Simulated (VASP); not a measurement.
# InSe (R3m) in VASP: notebook

InSe is run at these levels: PBE; tasks: single point.

All numbers are computed with VASP 6.6.1; they aren't measurements. Logs are shortened: lines on timing, memory, paths and dates and some standing lists are left out, and cuts for length are marked.

### 1 The cell of the first run

Symmetry: R3m, No. 160, trigonal system. The conventional cell has a = 3.973 Å, b = 3.973 Å, c = 25.150 Å, α = 90.00°, β = 90.00°, γ = 120.00°. Within 3.5 Å of In (site symmetry 3m) lie 3 Se at 2.62 Å and 1 In at 2.80 Å. Within 3.5 Å of In (site symmetry 3m) lie 3 Se at 2.62 Å and 1 In at 2.80 Å. Within 3.5 Å of Se (site symmetry 3m) lie 3 In at 2.62 Å. Within 3.5 Å of Se (site symmetry 3m) lie 3 In at 2.62 Å.

### 2 Single point, PBE (28.65 Å³/atom)

The input, INCAR:

```
  PREC = Accurate
  ENCUT = 520
  EDIFF = 1E-7
  ISMEAR = -1
  SIGMA = 0.05
  LREAL = F
  LASPH = T
  NELM = 80
  ALGO = Normal
  ISIF = 2
  LWAVE = F
  LCHARG = F
  GGA = PE
  NBANDS = 27
```

The input, KPOINTS:

```
regular mesh
0
Gamma
  8 8 8
```

The input, POSCAR:

```
InSe
1.0
    1.9865767768      1.1469506368      8.3833539979
   -1.9865767768      1.1469506368      8.3833539979
    0.0000000000     -2.2939012737      8.3833539979
In Se
2 2
Direct
    0.8886000000      0.8886000000      0.8886000000
    0.0000000000      0.0000000000      0.0000000000
    0.1719000000      0.1719000000      0.1719000000
    0.3835000000      0.3835000000      0.3835000000
```

Potentials or basis: VASP PAW PBE potentials, release 64 (In_d, Se).

The run is started by

```console
cat potpaw_PBE.64/In_d/POTCAR potpaw_PBE.64/Se/POTCAR > POTCAR
mpirun -np 1 vasp_std > vasp.out
```

OUTCAR:

```text
PREC = Accurate
   ENCUT = 520
   EDIFF = 1E-7
   ISMEAR = -1
   LREAL = F
   LASPH = T
   NELM = 80
   ISIF = 2
   GGA = PE

 ion  position               nearest neighbor table
   1  0.889  0.889  0.889-   3 2.62   3 2.62   3 2.62   2 2.80
   2  0.000  0.000  0.000-   4 2.62   4 2.62   4 2.62   1 2.80
   3  0.172  0.172  0.172-   1 2.62   1 2.62   1 2.62
   4  0.383  0.383  0.383-   2 2.62   2 2.62   2 2.62

  LATTYP: Found a trigonal (rhomboedric) cell.
 ALAT       =     8.6915250277
 COS(alpha) =     0.8955162542

  Lattice vectors:

 A1 = (   1.9865767768,   1.1469506368,   8.3833539979)
 A2 = (  -1.9865767768,   1.1469506368,   8.3833539979)
 A3 = (   0.0000000000,  -2.2939012737,   8.3833539979)

Analysis of symmetry for initial positions (statically):
=====================================================================
 Subroutine PRICEL returns:
 Original cell was already a primitive cell.

 Routine SETGRP: Setting up the symmetry group for a
 trigonal (rhombohedral) supercell.

 Subroutine GETGRP returns: Found  6 space group operations
 (whereof  6 operations were pure point group operations)
 out of a pool of 12 trial point group operations.

The static configuration has the point symmetry C_3v.

Analysis of symmetry for dynamics (positions and initial velocities):
=====================================================================
 Subroutine PRICEL returns:
 Original cell was already a primitive cell.

 Routine SETGRP: Setting up the symmetry group for a
 trigonal (rhombohedral) supercell.

 Subroutine GETGRP returns: Found  6 space group operations
 (whereof  6 operations were pure point group operations)
 out of a pool of 12 trial point group operations.

The dynamic configuration has the point symmetry C_3v.

 Subroutine INISYM returns: Found  6 space group operations
 (whereof  6 operations are pure point group operations),
 and found     1 'primitive' translations

----------------------------------------------------------------------------------------

                                     Primitive cell

  volume of cell :     114.6091

  direct lattice vectors                    reciprocal lattice vectors
     1.986576777  1.146950637  8.383353998     0.251689240  0.145312851  0.039761333
    -1.986576777  1.146950637  8.383353998    -0.251689240  0.145312851  0.039761333
     0.000000000 -2.293901274  8.383353998     0.000000000 -0.290625701  0.039761333

  length of vectors
     8.691525028  8.691525028  8.691525028     0.293333022  0.293333022  0.293333022

  position of ions in fractional coordinates (direct lattice)
     0.888600000  0.888600000  0.888600000
     0.000000000  0.000000000  0.000000000
     0.171900000  0.171900000  0.171900000
     0.383500000  0.383500000  0.383500000

  ion indices of the primitive-cell ions
   primitive index   ion index
                 1           1
                 2           2
                 3           3
                 4           4

----------------------------------------------------------------------------------------

 KPOINTS: regular mesh

Automatic generation of k-mesh.
 Grid dimensions read from file:
 generate k-points for:    8    8    8

 Generating k-lattice:

  Cartesian coordinates                     Fractional coordinates (reciprocal lattice)
     0.031461155  0.018164106  0.004970167     0.125000000 -0.000000000 -0.000000000
    -0.031461155  0.018164106  0.004970167    -0.000000000  0.125000000 -0.000000000
     0.000000000 -0.036328213  0.004970167     0.000000000  0.000000000  0.125000000

  Length of vectors
     0.036666628  0.036666628  0.036666628

  Shift w.r.t. Gamma in fractional coordinates (k-lattice)
     0.000000000  0.000000000  0.000000000

 Subroutine IBZKPT returns following result:
 ===========================================

 Found     65 irreducible k-points:

 Following reciprocal coordinates:
            Coordinates               Weight
  0.000000  0.000000  0.000000      1.000000
  0.125000  0.000000 -0.000000      6.000000
  0.250000  0.000000 -0.000000      6.000000
  0.375000  0.000000  0.000000      6.000000
  0.500000  0.000000 -0.000000      3.000000
  0.125000  0.125000 -0.000000      6.000000
[... 16 lines left out ...]
  0.250000  0.125000  0.125000      6.000000
  0.375000  0.125000  0.125000      6.000000
 [... further k-points ...]
   k-points           NKPTS =     65   k-points in BZ     NKDIM =     65   number of bands    NBANDS=     27
   number of dos      NEDOS =    301   number of ions     NIONS =      4
   total plane-waves  NPLWV = 343000
   dimension x,y,z NGX =    70 NGY =   70 NGZ =   70
   dimension x,y,z NGXF=   140 NGYF=  140 NGZF=  140
   ions per type =               2   2
   NGX,Y,Z   is equivalent  to a cutoff of  13.39, 13.39, 13.39 a.u.
   NGXF,Y,Z  is equivalent  to a cutoff of  26.78, 26.78, 26.78 a.u.
 SYSTEM =  unknown system
   PREC   = accura    normal or accurate (medium, high low for compatibility)
   ISTART =      0    job   : 0-new  1-cont  2-samecut
   ICHARG =      2    charge: 1-file 2-atom 10-const
   ISPIN  =      1    spin polarized calculation?
   LNONCOLLINEAR =      F non collinear calculations
   LSORBIT =      F    spin-orbit coupling
   LASPH  =      T    aspherical Exc in radial PAW
   ENCUT  =  520.0 eV  38.22 Ry    6.18 a.u.  16.16 16.16 16.16*2*pi/ulx,y,z
   NELM   =     80;   NELMIN=  2; NELMDL= -5     # of ELM steps
   EDIFF  = 0.1E-06   stopping-criterion for ELM
   LREAL  =      F    real-space projection
   EDIFFG = 0.1E-05   stopping-criterion for IOM
   NSW    =      0    number of steps for IOM
   IBRION =     -1    ionic relax: 0-MD 1-quasi-New 2-CG
   NFREE  =      0    steps in history (QN), initial steepest desc. (CG)
   ISIF   =      2    stress and relaxation
   ISYM   =      2    0-nonsym 1-usesym 2-fastsym
   POTIM  = 0.5000    time-step for ionic-motion
   TEBEG  =    0.0;   TEEND  =   0.0 temperature during run
   PSTRESS=    0.0 pullay stress
   NELECT =      38.0000    total number of electrons
   NUPDOWN=      -1.0000    fix difference up-down
   EMIN   =  10.00;   EMAX   =-10.00  energy-range for DOS
   EFERMI =   0.00;   METHOD = LEGACY
   ISMEAR =    -1;   SIGMA  =   0.05  broadening in eV -4-tet -1-fermi 0-gaus
   EFERMI_NEDOS =   21; number of points for ismear=-14 and -15
   IALGO  =     38    algorithm
   IMIX   =      4    mixing-type and parameters
     AMIX     =   0.40;   BMIX     =  1.00
     AMIX_MAG =   1.60;   BMIX_MAG =  1.00
  volume/ion in A,a.u.               =      28.65       193.36
  Fermi-wavevector in a.u.,A,eV,Ry     =   1.133086  2.141223 17.468310  1.283885
  Thomas-Fermi vector in A             =   2.269788
   LORBIT       =      0    0 simple, 1 ext, 2 COOP (PROOUT), +10 PAW based schemes
   GGA     = PE    functional components
   LHFCALC =     F    Hartree Fock is set to
   AEXX    =    0.0000 exact exchange contribution
   IVDW    =     0    specifies the selected vdW correction
   LEPSILON=     F    determine dielectric tensor
   LRPA    =     F    only Hartree local field effects (RPA)
 non-spin polarized calculation
  energy-cutoff  :      520.00
  volume of cell :      114.61
 maximum number of plane-waves:      3139
 NGX is ok and might be reduce to    70
   NGX = 33   NGY = 33   NGZ = 33

 number of electron      38.0000000 magnetization

 Free energy of the ion-electron system (eV)
  ---------------------------------------------------
  ext. energy  EPLUGINS =         0.00000000
  ---------------------------------------------------
  free energy    TOTEN  =       -14.08729509 eV

  energy without entropy =      -14.08727028  energy(sigma->0) =      -14.08728269

 E-fermi :   4.5661     XC(G=0):  -8.9946

 val. band max:        4.3125665048   @ k =   0.5000   0.5000   0.5000
 cond. band min:       4.7963147179   @ k =   0.5000   0.5000   0.5000
 fundamental gap:      0.4837482132
 Fermi energy:         4.5661457977

 k-point     1 :       0.0000    0.0000    0.0000
  band No.  band energies     occupation
      1     -10.5223      2.00000
      2     -10.3441      2.00000
      3     -10.3441      2.00000
      4     -10.2679      2.00000
      5     -10.2679      2.00000
      6     -10.2420      2.00000
[... 19 lines left out ...]
     26       9.8226      0.00000
     27      11.9265      0.00000

 k-point     2 :       0.1250    0.0000   -0.0000
  band No.  band energies     occupation
      1     -10.5308      2.00000
      2     -10.4044      2.00000
      3     -10.3452      2.00000
      4     -10.3401      2.00000
      5     -10.2558      2.00000
      6     -10.2465      2.00000
[... 19 lines left out ...]
     26      10.1854      0.00000
     27      11.4732      0.00000

 k-point     3 :       0.2500    0.0000   -0.0000
  band No.  band energies     occupation
      1     -10.5979      2.00000
      2     -10.4761      2.00000
      3     -10.4514      2.00000
      4     -10.3349      2.00000
      5     -10.2576      2.00000
      6     -10.2269      2.00000
[... 19 lines left out ...]
     26      10.7861      0.00000
     27      11.0862      0.00000

 k-point     4 :       0.3750    0.0000    0.0000
  band No.  band energies     occupation
      1     -10.6802      2.00000
      2     -10.5728      2.00000
      3     -10.4500      2.00000
      4     -10.3344      2.00000
      5     -10.2684      2.00000
      6     -10.1985      2.00000
[... 19 lines left out ...]
     26      10.9421      0.00000
     27      11.5620      0.00000

 k-point     5 :       0.5000    0.0000   -0.0000
  band No.  band energies     occupation
      1     -10.7113      2.00000
      2     -10.6074      2.00000
      3     -10.4468      2.00000
      4     -10.3350      2.00000
      5     -10.2727      2.00000
      6     -10.1871      2.00000
[... 19 lines left out ...]
     26      10.7565      0.00000
     27      11.3421      0.00000

 k-point     6 :       0.1250    0.1250   -0.0000
  band No.  band energies     occupation
      1     -10.5306      2.00000
      2     -10.4040      2.00000
      3     -10.3458      2.00000
      4     -10.3401      2.00000
      5     -10.2558      2.00000
      6     -10.2465      2.00000
[... 444 lines left out ...]
      1     -10.7027      2.00000
      2     -10.6169      2.00000
      3     -10.4458      2.00000
      4     -10.3356      2.00000
      5     -10.2725      2.00000
      6     -10.1868      2.00000
[... 19 lines left out ...]
     26      11.6140      0.00000
     27      12.1473      0.00000

 k-point    22 :       0.1250    0.1250    0.1250
  band No.  band energies     occupation
      1     -10.5222      2.00000
      2     -10.3441      2.00000
      3     -10.3441      2.00000
      4     -10.2679      2.00000
      5     -10.2679      2.00000
      6     -10.2420      2.00000
[... 19 lines left out ...]
     26       9.8427      0.00000
     27      11.9954      0.00000

 k-point    23 :       0.2500    0.1250    0.1250
  band No.  band energies     occupation
      1     -10.5302      2.00000
      2     -10.4030      2.00000
      3     -10.3476      2.00000
      4     -10.3401      2.00000
      5     -10.2558      2.00000
      6     -10.2465      2.00000
[... 19 lines left out ...]
     26      10.2573      0.00000
     27      11.5086      0.00000

 k-point    24 :       0.3750    0.1250    0.1250
  band No.  band energies     occupation
      1     -10.5949      2.00000
      2     -10.4810      2.00000
      3     -10.4498      2.00000
      4     -10.3349      2.00000
      5     -10.2576      2.00000
      6     -10.2269      2.00000
[... 19 lines left out ...]
     26      10.8313      0.00000
     27      11.2780      0.00000

 [... further k-points ...]

------------------------ aborting loop because EDIFF is reached ----------------------------------------

  FORCE on cell =-STRESS in cart. coord.  units (eV):
  Direction    XX          YY          ZZ          XY          YZ          ZX
  --------------------------------------------------------------------------------------
  -------------------------------------------------------------------------------------
  Total        3.1726653      3.1726653      2.2141146      0.0000000     -0.0000000      0.0000000
  in kB       44.3522552     44.3522552     30.9522014      0.0000000     -0.0000000      0.0000000
  external PRESSURE =      39.8855706 kB  Pullay stress =       0.0000000 kB

 VOLUME and BASIS-vectors are now :
 -----------------------------------------------------------------------------
  energy-cutoff  :      520.00
  volume of cell :      114.61
      direct lattice vectors                 reciprocal lattice vectors
     1.986576777  1.146950637  8.383353998     0.251689240  0.145312851  0.039761333
    -1.986576777  1.146950637  8.383353998    -0.251689240  0.145312851  0.039761333
     0.000000000 -2.293901274  8.383353998     0.000000000 -0.290625701  0.039761333

 POSITION                                       TOTAL-FORCE (eV/Angst)
 -----------------------------------------------------------------------------------
      0.00000     -0.00000     22.34835         0.000000     -0.000000      0.467205
      0.00000      0.00000      0.00000         0.000000      0.000000     -0.452254
      0.00000     -0.00000      4.32330         0.000000      0.000000     -0.435604
      0.00000     -0.00000      9.64505         0.000000     -0.000000      0.420652
 -----------------------------------------------------------------------------------
    total drift:                                0.000000     -0.000000      0.000381

  FREE ENERGIE OF THE ION-ELECTRON SYSTEM (eV)
  ---------------------------------------------------
  free  energy   TOTEN  =       -14.0872950939 eV

  energy  without entropy=      -14.0872702800  energy(sigma->0) =      -14.08728269
```

Wall time 13 min (1 thread of Intel Xeon Platinum 8559C (Emerald Rapids), shared host); peak memory 0.73 GiB.

What came out:

```
Free energy            : -14.0873 eV
Pressure               : 4.0 GPa
Largest force          : 0.467 eV/Å
Band gap on the k mesh : 0.48 eV
```

Forces on the atoms (eV/Å):
```
In   0.000  0.000  0.467
In   0.000  0.000 -0.452
Se   0.000  0.000 -0.436
Se   0.000  0.000  0.421
```

Levels at points of the mesh, in eV from the valence-band top:
```csv
k point,band 16,band 17,band 18,band 19,band 20,band 21,band 22,band 23
"(0.00, 0.00, 0.00)",-1.34,-1.34,-1.24,-1.24,1.73,2.14,4.42,4.42
"(0.50, 0.00, 0.00)",-2.44,-2.40,-2.30,-1.71,1.20,2.00,3.64,3.99
"(0.50, 0.50, 0.00)",-2.73,-2.57,-2.11,-1.54,1.20,1.98,3.29,3.60
"(0.50, 0.50, 0.50)",-1.41,-1.16,-1.16,0.00,0.48,2.18,4.33,4.33
```

Caveat: the cell stands under pressure; spin-orbit coupling is left out, which moves the levels of the heavy elements. A k mesh can miss the band edges.

### 3 Single point, PBE (29.82 Å³/atom)

This run uses another cell than the first one, of 29.82 Å³/atom.

The input, INCAR:

```
  PREC = Accurate
  ENCUT = 520
  EDIFF = 1E-6
  ISMEAR = -1
  SIGMA = 0.05
  LREAL = F
  LASPH = T
  NELM = 100
  ALGO = Normal
  ISIF = 2
  LWAVE = F
  LCHARG = T
  GGA = PE
  LELF = T
  LVHAR = T
  NBANDS = 27
```

KPOINTS is that of step 2.

The input, POSCAR:

```
InSe
1.0
    2.0132454191      1.1623477847      8.4958956687
   -2.0132454191      1.1623477847      8.4958956687
    0.0000000000     -2.3246955694      8.4958956687
In Se
2 2
Direct
    0.8886000000      0.8886000000      0.8886000000
    0.0000000000      0.0000000000      0.0000000000
    0.1719000000      0.1719000000      0.1719000000
    0.3835000000      0.3835000000      0.3835000000
```

Potentials or basis: VASP PAW PBE potentials, release 64 (In_d, Se).

The run is started by

```console
cat potpaw_PBE.64/In_d/POTCAR potpaw_PBE.64/Se/POTCAR > POTCAR
mpirun -np 1 vasp_std > vasp.out
```

It took 13 min on 1 thread of Intel Xeon Platinum 8559C (Emerald Rapids), shared host; peak memory 0.73 GiB.

Results (log left out):

```
Free energy            : -14.1704 eV
Pressure               : 1.7 GPa
Largest force          : 0.299 eV/Å
Band gap on the k mesh : 0.38 eV
```

Forces on the atoms (eV/Å):
```
In   0.000  0.000  0.299
In   0.000  0.000 -0.283
Se   0.000  0.000 -0.123
Se   0.000  0.000  0.107
```

Stress tensor (GPa, compression positive):
```
2.09 0.00 0.00
0.00 2.09 0.00
0.00 0.00 1.01
```

Levels at points of the mesh, in eV from the valence-band top:
```csv
k point,band 15,band 16,band 17,band 18,band 19,band 20,band 21,band 22,band 23,band 24
"(0.00, 0.00, 0.00)",-1.47,-1.29,-1.29,-1.20,-1.20,1.63,2.06,4.37,4.37,5.15
"(0.50, 0.00, 0.00)",-3.38,-2.32,-2.29,-2.19,-1.63,1.22,1.92,3.63,3.96,4.77
"(0.50, 0.50, 0.00)",-3.15,-2.59,-2.44,-2.01,-1.46,1.17,1.96,3.30,3.62,4.38
"(0.50, 0.50, 0.50)",-1.35,-1.35,-1.12,-1.12,0.00,0.38,2.13,4.29,4.29,5.57
```

Caveat: spin-orbit coupling is left out, which moves the levels of the heavy elements. A k mesh can miss the band edges.
